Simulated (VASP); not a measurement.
AlNi: electric field gradients with PBE

AlNi:

```xyz
2
Lattice="2.8810 0.0000 0.0000 0.0000 2.8810 0.0000 0.0000 0.0000 2.8810" Properties=species:S:1:pos:R:3 pbc="T T T"
Al    0.0000    0.0000    0.0000
Ni    1.4405    1.4405    1.4405
```

- Program: VASP 6.6.1
- Task: electric field gradients
- Functional: PBE
- Potentials or basis: VASP PAW PBE potentials, release 64 (Al, Ni)
- Cutoff: 520 eV
- k mesh: 13 × 13 × 13
- Occupations: fermi-dirac, width 0.05 eV
- Spin: collinear spin, ferromagnetic start
- Starting moments: [0.0, 1.5] μB
- Dipole correction: no
- Further INCAR settings: ALGO = Normal; EDIFF = 1e-08; NBANDS = 18

```yaml
Pressure: 2.0 GPa
Net_moment: 0.00 μB per cell
Largest_electric_field_gradient_by_atom: zero within the noise of the run
Valence_electrons_inside_the_program's_atomic_spheres: Al 0.80; Ni 9.46
```

Levels at points of the mesh, in eV from the Fermi level:
Spin up:
| k point | band 3 | band 4 | band 5 | band 6 | band 7 | band 8 | band 9 | band 10 |
| --- | --- | --- | --- | --- | --- | --- | --- | --- |
| (0.00, 0.00, 0.00) | -3.21 | -1.52 | -1.52 | -1.52 | 5.52 | 5.52 | 5.52 | 8.14 |
Spin down:
| k point | band 2 | band 3 | band 4 | band 5 | band 6 | band 7 | band 8 | band 9 | band 10 | band 11 |
| --- | --- | --- | --- | --- | --- | --- | --- | --- | --- | --- |
| (0.00, 0.00, 0.00) | -3.21 | -3.21 | -1.52 | -1.52 | -1.52 | 5.52 | 5.52 | 5.52 | 8.14 | 8.14 |

It took 23 s on 1 thread of Intel(R) Xeon(R) 6975P-C (Granite Rapids), on a shared host, peak memory 0.19 GiB.
